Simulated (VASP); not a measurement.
# GaP in VASP: further runs

The runs below take GaP through single point, with PBE.

All numbers are computed with VASP 6.6.1; they aren't measurements. Logs are shortened: lines on timing, memory, paths and dates and some standing lists are left out, and cuts for length are marked.

### Step 1. The cell of the first run

The structure is cubic, space group F-43m (No. 216). Conventional cell: a = 5.451 Å, b = 5.451 Å, c = 5.451 Å, α = 90.00°, β = 90.00°, γ = 90.00°. Ga (site symmetry -43m) has 4 P at 2.36 Å within 3.1 Å. Within 3.1 Å of P (site symmetry -43m) lie 4 Ga at 2.36 Å.

### Step 2. Single point, PBE

File INCAR:

```
ALGO = Normal
EDIFF = 1E-6
ENCUT = 520
GGA = PE
ISIF = 2
ISMEAR = 0
LASPH = True
LCHARG = False
LREAL = False
LWAVE = False
NBANDS = 16
NELM = 100
PREC = Accurate
SIGMA = 0.01
```

File KPOINTS:

```
k-points
0
Gamma
  4 4 4
```

File POSCAR:

```
GaP
1.0
    0.0000000000      2.7253992874      2.7253992874
    2.7253992874      0.0000000000      2.7253992874
    2.7253992874      2.7253992874      0.0000000000
Ga P
1 1
Direct
    0.0000000000      0.0000000000      0.0000000000
    0.2500000000      0.2500000000      0.2500000000
```

Potentials or basis: VASP PAW PBE potentials, release 64 (Ga_d, P).

Command:

```bash
> cat potpaw_PBE.64/Ga_d/POTCAR potpaw_PBE.64/P/POTCAR > POTCAR
> mpirun -np 1 vasp_std > vasp.out
```

OUTCAR:

```text
EDIFF = 1E-6
   ENCUT = 520
   GGA = PE
   ISIF = 2
   ISMEAR = 0
   LASPH = True
   LREAL = False
   NELM = 100
   PREC = Accurate

 ion  position               nearest neighbor table
   1  0.000  0.000  0.000-   2 2.36   2 2.36   2 2.36   2 2.36
   2  0.250  0.250  0.250-   1 2.36   1 2.36   1 2.36   1 2.36

  LATTYP: Found a face centered cubic cell.
 ALAT       =     5.4507985748

  Lattice vectors:

 A1 = (   0.0000000000,   2.7253992874,   2.7253992874)
 A2 = (   2.7253992874,   0.0000000000,   2.7253992874)
 A3 = (   2.7253992874,   2.7253992874,   0.0000000000)

Analysis of symmetry for initial positions (statically):
=====================================================================
 Subroutine PRICEL returns:
 Original cell was already a primitive cell.

 Routine SETGRP: Setting up the symmetry group for a
 face centered cubic supercell.

 Subroutine GETGRP returns: Found 24 space group operations
 (whereof 24 operations were pure point group operations)
 out of a pool of 48 trial point group operations.

The static configuration has the point symmetry T_d .

Analysis of symmetry for dynamics (positions and initial velocities):
=====================================================================
 Subroutine PRICEL returns:
 Original cell was already a primitive cell.

 Routine SETGRP: Setting up the symmetry group for a
 face centered cubic supercell.

 Subroutine GETGRP returns: Found 24 space group operations
 (whereof 24 operations were pure point group operations)
 out of a pool of 48 trial point group operations.

The dynamic configuration has the point symmetry T_d .

 Subroutine INISYM returns: Found 24 space group operations
 (whereof 24 operations are pure point group operations),
 and found     1 'primitive' translations

----------------------------------------------------------------------------------------

                                     Primitive cell

  volume of cell :      40.4874

  direct lattice vectors                    reciprocal lattice vectors
     0.000000000  2.725399287  2.725399287    -0.183459357  0.183459357  0.183459357
     2.725399287  0.000000000  2.725399287     0.183459357 -0.183459357  0.183459357
     2.725399287  2.725399287  0.000000000     0.183459357  0.183459357 -0.183459357

  length of vectors
     3.854296635  3.854296635  3.854296635     0.317760927  0.317760927  0.317760927

  position of ions in fractional coordinates (direct lattice)
[... 61 lines left out ...]
   NELM   =    100;   NELMIN=  2; NELMDL= -5     # of ELM steps
   EDIFF  = 0.1E-05   stopping-criterion for ELM
   LREAL  =      F    real-space projection
   EDIFFG = 0.1E-04   stopping-criterion for IOM
   NSW    =      0    number of steps for IOM
   IBRION =     -1    ionic relax: 0-MD 1-quasi-New 2-CG
   NFREE  =      0    steps in history (QN), initial steepest desc. (CG)
   ISIF   =      2    stress and relaxation
   ISYM   =      2    0-nonsym 1-usesym 2-fastsym
   POTIM  = 0.5000    time-step for ionic-motion
   TEBEG  =    0.0;   TEEND  =   0.0 temperature during run
   PSTRESS=    0.0 pullay stress
   NELECT =      18.0000    total number of electrons
   NUPDOWN=      -1.0000    fix difference up-down
   EMIN   =  10.00;   EMAX   =-10.00  energy-range for DOS
   EFERMI =   0.00;   METHOD = LEGACY
   ISMEAR =     0;   SIGMA  =   0.01  broadening in eV -4-tet -1-fermi 0-gaus
   EFERMI_NEDOS =   21; number of points for ismear=-14 and -15
   IALGO  =     38    algorithm
   IMIX   =      4    mixing-type and parameters
     AMIX     =   0.40;   BMIX     =  1.00
     AMIX_MAG =   1.60;   BMIX_MAG =  1.00
  volume/ion in A,a.u.               =      20.24       136.61
  Fermi-wavevector in a.u.,A,eV,Ry     =   1.249469  2.361154 21.241050  1.561173
  Thomas-Fermi vector in A             =   2.383508
   LORBIT       =      0    0 simple, 1 ext, 2 COOP (PROOUT), +10 PAW based schemes
   GGA     = PE    functional components
   LHFCALC =     F    Hartree Fock is set to
   AEXX    =    0.0000 exact exchange contribution
   IVDW    =     0    specifies the selected vdW correction
   LEPSILON=     F    determine dielectric tensor
   LRPA    =     F    only Hartree local field effects (RPA)
 non-spin polarized calculation
 Gauss-broadening in eV      SIGMA  =   0.01
  energy-cutoff  :      520.00
  volume of cell :       40.49
 maximum number of plane-waves:      1106
 NGX is ok and might be reduce to    30
   NGX = 15   NGY = 15   NGZ = 15

 number of electron      17.9999989 magnetization

 Free energy of the ion-electron system (eV)
  ---------------------------------------------------
  ext. energy  EPLUGINS =         0.00000000
  ---------------------------------------------------
  free energy    TOTEN  =        -8.97619841 eV

  energy without entropy =       -8.97619841  energy(sigma->0) =       -8.97619841

 E-fermi :   4.7469     XC(G=0):  -9.8100

 val. band max:        4.6970822034   @ k =   0.0000   0.0000   0.0000
 cond. band min:       6.3260630839   @ k =   0.5000   0.5000   0.0000
 fundamental gap:      1.6289808805
 Fermi energy:         4.7468652083

 k-point     1 :       0.0000    0.0000    0.0000
  band No.  band energies     occupation
      1      -9.9006      2.00000
      2      -9.9006      2.00000
      3      -9.9006      2.00000
      4      -9.8023      2.00000
      5      -9.8023      2.00000
      6      -7.8018      2.00000
[... 129 lines left out ...]
      3      -9.8412      2.00000
      4      -9.8173      2.00000
      5      -9.7935      2.00000
      6      -4.7325      2.00000
[... 8 lines left out ...]
     15      16.5806      0.00000
     16      18.4152      0.00000

------------------------ aborting loop because EDIFF is reached ----------------------------------------

  FORCE on cell =-STRESS in cart. coord.  units (eV):
  Direction    XX          YY          ZZ          XY          YZ          ZX
  --------------------------------------------------------------------------------------
  -------------------------------------------------------------------------------------
  Total        0.7164555      0.7164555      0.7164555      0.0000000      0.0000000     -0.0000000
  in kB       28.3517183     28.3517183     28.3517183      0.0000000      0.0000000     -0.0000000
  external PRESSURE =      28.3517183 kB  Pullay stress =       0.0000000 kB

 VOLUME and BASIS-vectors are now :
 -----------------------------------------------------------------------------
  energy-cutoff  :      520.00
  volume of cell :       40.49
      direct lattice vectors                 reciprocal lattice vectors
     0.000000000  2.725399287  2.725399287    -0.183459357  0.183459357  0.183459357
     2.725399287  0.000000000  2.725399287     0.183459357 -0.183459357  0.183459357
     2.725399287  2.725399287  0.000000000     0.183459357  0.183459357 -0.183459357

 POSITION                                       TOTAL-FORCE (eV/Angst)
 -----------------------------------------------------------------------------------
      0.00000      0.00000      0.00000         0.000000      0.000000      0.000000
      1.36270      1.36270      1.36270        -0.000000     -0.000000     -0.000000
 -----------------------------------------------------------------------------------
    total drift:                                0.000002      0.000002      0.000002

  FREE ENERGIE OF THE ION-ELECTRON SYSTEM (eV)
  ---------------------------------------------------
  free  energy   TOTEN  =        -8.9761984105 eV

  energy  without entropy=       -8.9761984105  energy(sigma->0) =       -8.97619841
```

Run time: 12 s. Hardware: 1 thread of Intel Xeon Platinum 8488C (Sapphire Rapids), shared host; peak memory 0.16 GiB.

Results:

- Free energy: -8.9762 eV
- Pressure: 2.8 GPa
- Band gap on the k mesh: 1.63 eV, indirect (least direct gap 1.82 eV)

Levels at points of the mesh, in eV from the valence-band top:
```
           k point  band 5  band 6  band 7  band 8  band 9  band 10  band 11  band 12  band 13  band 14
(0.00, 0.00, 0.00)  -14.50  -12.50    0.00    0.00    0.00     1.82     3.86     3.86     3.86     8.79
(0.50, 0.00, 0.00)  -14.49  -10.43   -6.65   -1.12   -1.12     1.65     4.69     4.69     8.27    10.89
(0.50, 0.50, 0.00)  -14.48   -9.52   -6.78   -2.69   -2.69     1.63     1.80    10.58    10.58    11.20
```

Caveat: the k points lie up to 0.50 Å⁻¹ apart.

### Step 3. Single point, PBE (uniaxial z strain -3.0%)

File INCAR:

```
  PREC = Accurate
  ENCUT = 520
  EDIFF = 1E-7
  ISMEAR = 0
  SIGMA = 0.01
  LREAL = F
  LASPH = T
  NELM = 80
  ALGO = Normal
  ISIF = 2
  LWAVE = F
  LCHARG = F
  GGA = PE
  NBANDS = 16
```

File KPOINTS:

```
Automatic mesh
0
Gamma
  4 4 4
```

File POSCAR:

```
GaP
1.0
    0.0000000000      2.7253992874      2.6436373088
    2.7253992874      0.0000000000      2.6436373088
    2.7253992874      2.7253992874      0.0000000000
Ga P
1 1
Direct
    0.0000000000      0.0000000000      0.0000000000
    0.2500000000      0.2500000000      0.2500000000
```

Potentials or basis: VASP PAW PBE potentials, release 64 (Ga_d, P).

Command:

```bash
> cat potpaw_PBE.64/Ga_d/POTCAR potpaw_PBE.64/P/POTCAR > POTCAR
> mpirun -np 1 vasp_std > vasp.out
```

Wall time 13 s (1 thread of Intel Xeon Platinum 8488C (Sapphire Rapids), shared host); peak memory 0.15 GiB.

Results (log left out):

```yaml
Free_energy: -8.9382 eV
Pressure: 5.8 GPa
Band_gap_on_the_k_mesh: 1.31 eV, indirect (least direct gap 1.95 eV)
```

Stress tensor (GPa, compression positive):
```
5.06 0.00 0.00
0.00 5.06 0.00
0.00 0.00 7.17
```

Levels at points of the mesh, in eV from the valence-band top:
| k point | band 5 | band 6 | band 7 | band 8 | band 9 | band 10 | band 11 | band 12 | band 13 | band 14 |
| --- | --- | --- | --- | --- | --- | --- | --- | --- | --- | --- |
| (0.00, 0.00, 0.00) | -14.65 | -12.84 | -0.17 | -0.17 | 0.00 | 1.95 | 3.70 | 3.77 | 3.77 | 8.81 |
| (0.50, 0.00, 0.00) | -14.64 | -10.67 | -6.94 | -1.41 | -1.15 | 1.61 | 4.45 | 4.72 | 8.22 | 10.97 |
| (0.50, 0.50, 0.00) | -14.63 | -9.63 | -6.89 | -3.05 | -3.05 | 1.31 | 1.46 | 10.68 | 10.68 | 11.55 |
| (0.50, 0.00, 0.50) | -14.63 | -9.77 | -7.10 | -2.85 | -2.83 | 1.53 | 1.76 | 10.62 | 10.66 | 11.26 |

Caveat: the k points lie up to 0.50 Å⁻¹ apart; the cell differs from its parent crystal (uniaxial z strain -3.0%). A k mesh can miss the band edges.

### Step 4. Single point, PBE (uniaxial z strain +2.0%)

File INCAR:

```
  ALGO = Normal
  EDIFF = 1E-7
  ENCUT = 520
  GGA = PE
  ISIF = 2
  ISMEAR = 0
  LASPH = True
  LCHARG = False
  LREAL = False
  LWAVE = False
  NBANDS = 16
  NELM = 80
  PREC = Accurate
  SIGMA = 0.01
```

File KPOINTS:

```
k-points
0
Gamma
  4 4 4
```

File POSCAR:

```
GaP
1.0
    0.0000000000      2.7253992874      2.7799072732
    2.7253992874      0.0000000000      2.7799072732
    2.7253992874      2.7253992874      0.0000000000
Ga P
1 1
Direct
    0.0000000000      0.0000000000      0.0000000000
    0.2500000000      0.2500000000      0.2500000000
```

Potentials or basis: VASP PAW PBE potentials, release 64 (Ga_d, P).

Command:

```bash
> cat potpaw_PBE.64/Ga_d/POTCAR potpaw_PBE.64/P/POTCAR > POTCAR
> mpirun -np 1 vasp_std > vasp.out
```

OUTCAR:

```text
EDIFF = 1E-7
   ENCUT = 520
   GGA = PE
   ISIF = 2
   ISMEAR = 0
   LASPH = True
   LREAL = False
   NELM = 80
   PREC = Accurate

 ion  position               nearest neighbor table
   1  0.000  0.000  0.000-   2 2.38   2 2.38   2 2.38   2 2.38
   2  0.250  0.250  0.250-   1 2.38   1 2.38   1 2.38   1 2.38

  LATTYP: Found a body centered tetragonal cell.
 ALAT       =     3.8542966351
 C/A-ratio  =     1.4424978336

  Lattice vectors:

 A1 = (  -2.7253992874,   0.0000000000,   2.7799072732)
 A2 = (   2.7253992874,   0.0000000000,   2.7799072732)
 A3 = (   0.0000000000,   2.7253992874,  -2.7799072732)

Analysis of symmetry for initial positions (statically):
=====================================================================
 Subroutine PRICEL returns:
 Original cell was already a primitive cell.

 Routine SETGRP: Setting up the symmetry group for a
 body centered tetragonal supercell.

 Subroutine GETGRP returns: Found  8 space group operations
 (whereof  8 operations were pure point group operations)
 out of a pool of 16 trial point group operations.

The static configuration has the point symmetry D_2d.

Analysis of symmetry for dynamics (positions and initial velocities):
[... 147 lines left out ...]

 E-fermi :   4.6118     XC(G=0):  -9.7202

 val. band max:        4.5352214099   @ k =   0.0000   0.0000   0.0000
 cond. band min:       6.0821948755   @ k =   0.5000  -0.0000   0.0000
 fundamental gap:      1.5469734656
 Fermi energy:         4.6118114289

 k-point     1 :       0.0000    0.0000    0.0000
  band No.  band energies     occupation
      1     -10.0746      2.00000
      2     -10.0682      2.00000
      3     -10.0682      2.00000
      4      -9.9798      2.00000
      5      -9.9764      2.00000
      6      -7.8534      2.00000
[... 224 lines left out ...]
      3     -10.0153      2.00000
      4      -9.9952      2.00000
      5      -9.9666      2.00000
      6      -4.8602      2.00000
[... 8 lines left out ...]
     15      16.5009      0.00000
     16      18.3057      0.00000

------------------------ aborting loop because EDIFF is reached ----------------------------------------

  FORCE on cell =-STRESS in cart. coord.  units (eV):
  Direction    XX          YY          ZZ          XY          YZ          ZX
  --------------------------------------------------------------------------------------
  -------------------------------------------------------------------------------------
  Total        0.4345804      0.4345804      0.0433608      0.0000000      0.0000000      0.0000000
  in kB       16.8600989     16.8600989      1.6822355      0.0000000      0.0000000      0.0000000
  external PRESSURE =      11.8008111 kB  Pullay stress =       0.0000000 kB

 VOLUME and BASIS-vectors are now :
 -----------------------------------------------------------------------------
  energy-cutoff  :      520.00
  volume of cell :       41.30
      direct lattice vectors                 reciprocal lattice vectors
     0.000000000  2.725399287  2.779907273    -0.183459357  0.183459357  0.179862114
     2.725399287  0.000000000  2.779907273     0.183459357 -0.183459357  0.179862114
     2.725399287  2.725399287  0.000000000     0.183459357  0.183459357 -0.179862114

 POSITION                                       TOTAL-FORCE (eV/Angst)
 -----------------------------------------------------------------------------------
      0.00000      0.00000      0.00000        -0.000000     -0.000000      0.000000
      1.36270      1.36270      1.38995         0.000000      0.000000      0.000000
 -----------------------------------------------------------------------------------
    total drift:                                0.000002      0.000002      0.000002

  FREE ENERGIE OF THE ION-ELECTRON SYSTEM (eV)
  ---------------------------------------------------
  free  energy   TOTEN  =        -8.9839206454 eV

  energy  without entropy=       -8.9839206454  energy(sigma->0) =       -8.98392065
```

stdout:

```text
POSCAR found type information on POSCAR GaP
 POSCAR found :  2 types and       2 ions
 scaLAPACK will be used
 LDA part: xc-table for (Slater+PW92), standard interpolation
 POSCAR, INCAR and KPOINTS ok, starting setup
 FFT: planning ... GRIDC
 FFT: planning ... GRID_SOFT
 FFT: planning ... GRID
 WAVECAR not read
 entering main loop
```

Run time: 12 s. Hardware: 1 thread of Intel Xeon Platinum 8488C (Sapphire Rapids), shared host; peak memory 0.16 GiB.

Results:

* Free energy: -8.9839 eV
* Pressure: 1.2 GPa
* Band gap on the k mesh: 1.55 eV, indirect (least direct gap 1.61 eV)

Caveat: the k points lie up to 0.50 Å⁻¹ apart; the cell differs from its parent crystal (uniaxial z strain +2.0%). A k mesh can miss the band edges.

### Step 5. Single point, PBE (uniaxial z strain +3.0%)

File INCAR:

```
PREC = Accurate
ENCUT = 520
EDIFF = 1E-6
ISMEAR = 0
SIGMA = 0.01
LREAL = False
LASPH = True
NELM = 80
ALGO = Normal
ISIF = 2
LWAVE = False
LCHARG = False
GGA = PE
NBANDS = 16
```

File KPOINTS:

```
Automatic mesh
0
Gamma
  4 4 4
```

File POSCAR:

```
GaP
1.0
    0.0000000000      2.7253992874      2.8071612660
    2.7253992874      0.0000000000      2.8071612660
    2.7253992874      2.7253992874      0.0000000000
Ga P
1 1
Direct
    0.0000000000      0.0000000000      0.0000000000
    0.2500000000      0.2500000000      0.2500000000
```

Command:

```bash
> cat potpaw_PBE.64/Ga_d/POTCAR potpaw_PBE.64/P/POTCAR > POTCAR
> mpirun -np 1 vasp_std > vasp.out
```

Run time: 13 s. Hardware: 1 thread of Intel Xeon Platinum 8488C (Sapphire Rapids), shared host; peak memory 0.16 GiB.

It converged, with:

| Quantity | Value |
| --- | --- |
| Free energy | -8.9827 eV |
| Pressure | 0.3 GPa |
| Band gap on the k mesh | 1.49 eV, indirect (least direct gap 1.51 eV) |

Stress tensor (GPa, compression positive):
```
 1.10  0.00  0.00
 0.00  1.10  0.00
 0.00  0.00 -1.20
```

Levels at points of the mesh, in eV from the valence-band top:
| k point | band 5 | band 6 | band 7 | band 8 | band 9 | band 10 | band 11 | band 12 | band 13 | band 14 |
| --- | --- | --- | --- | --- | --- | --- | --- | --- | --- | --- |
| (0.00, 0.00, 0.00) | -14.52 | -12.34 | -0.17 | 0.00 | 0.00 | 1.51 | 3.79 | 3.79 | 3.86 | 8.60 |
| (0.50, 0.00, 0.00) | -14.51 | -10.36 | -6.54 | -1.26 | -1.02 | 1.49 | 4.56 | 4.75 | 8.16 | 10.60 |
| (0.50, 0.50, 0.00) | -14.51 | -9.58 | -6.82 | -2.51 | -2.51 | 1.77 | 1.96 | 10.30 | 10.30 | 10.70 |
| (0.50, 0.00, 0.50) | -14.50 | -9.45 | -6.63 | -2.72 | -2.70 | 1.57 | 1.68 | 10.24 | 10.24 | 10.94 |

Caveat: the k points lie up to 0.49 Å⁻¹ apart; the cell differs from its parent crystal (uniaxial z strain +3.0%).

### Step 6. Single point, PBE (uniaxial z strain +4.0%)

File INCAR:

```
SYSTEM = GaP
ALGO = Normal
EDIFF = 1E-7
ENCUT = 520
GGA = PE
ISIF = 2
ISMEAR = 0
LASPH = .True.
LCHARG = .False.
LREAL = .False.
LWAVE = .False.
NBANDS = 16
NELM = 60
PREC = Accurate
SIGMA = 0.01
```

File KPOINTS:

```
k-points
0
Gamma
  4 4 4
  0 0 0
```

File POSCAR:

```
GaP
1.0
    0.0000000000      2.7253992874      2.8344152589
    2.7253992874      0.0000000000      2.8344152589
    2.7253992874      2.7253992874      0.0000000000
Ga P
1 1
Direct
    0.0000000000      0.0000000000      0.0000000000
    0.2500000000      0.2500000000      0.2500000000
```

Potentials or basis: VASP PAW PBE potentials, release 64 (Ga_d, P).

Command:

```bash
> cat potpaw_PBE.64/Ga_d/POTCAR potpaw_PBE.64/P/POTCAR > POTCAR
> mpirun -np 1 vasp_std > vasp.out
```

It took 16 s on 1 thread of Intel Xeon Platinum 8488C (Sapphire Rapids), shared host; peak memory 0.16 GiB.

The run converged. Its results:

* Free energy: -8.9782 eV
* Pressure: -0.4 GPa
* Band gap on the k mesh: 1.40 eV, direct

Stress tensor (GPa, compression positive):
```
 0.66  0.00  0.00
 0.00  0.66  0.00
 0.00  0.00 -2.43
```

Levels at points of the mesh, in eV from the valence-band top:
```csv
k point,band 6,band 7,band 8,band 9,band 10,band 11,band 12,band 13
"(0.00, 0.00, 0.00)",-12.28,-0.23,0.00,0.00,1.40,3.77,3.77,3.86
"(0.50, 0.00, 0.00)",-10.34,-6.51,-1.30,-0.98,1.43,4.52,4.77,8.13
"(0.50, 0.50, 0.00)",-9.59,-6.84,-2.46,-2.46,1.81,2.00,10.21,10.21
"(0.50, 0.00, 0.50)",-9.43,-6.59,-2.73,-2.71,1.55,1.64,10.10,10.12
```

Caveat: the k points lie up to 0.49 Å⁻¹ apart; the cell differs from its parent crystal (uniaxial z strain +4.0%).

### Step 7. The runs side by side

```csv
cell,gap on the mesh (eV),pressure (GPa)
"a = 3.854 Å, angles 60.0°, 2 atoms",1.63,2.8
"a = 3.797, b = 3.797, c = 3.854 Å, angles 59.5, 59.5, 61.0°, 2 atoms",1.31,5.8
"a = 3.893, b = 3.893, c = 3.854 Å, angles 60.3, 60.3, 59.3°, 2 atoms",1.55,1.2
"a = 3.913, b = 3.913, c = 3.854 Å, angles 60.5, 60.5, 59.0°, 2 atoms",1.49,0.3
"a = 3.932, b = 3.932, c = 3.854 Å, angles 60.7, 60.7, 58.7°, 2 atoms",1.40,-0.4
```

Alike in all rows: task single point; level PBE; potentials or basis VASP PAW PBE potentials, release 64 (Ga_d, P); no spin polarisation; k mesh 4 × 4 × 4; cutoff (eV) 520; smearing gaussian 0.01 eV.

Caveats: all runs use coarse meshes.

Total energies depend on the potentials used, so only differences within one code and one set of settings carry meaning.
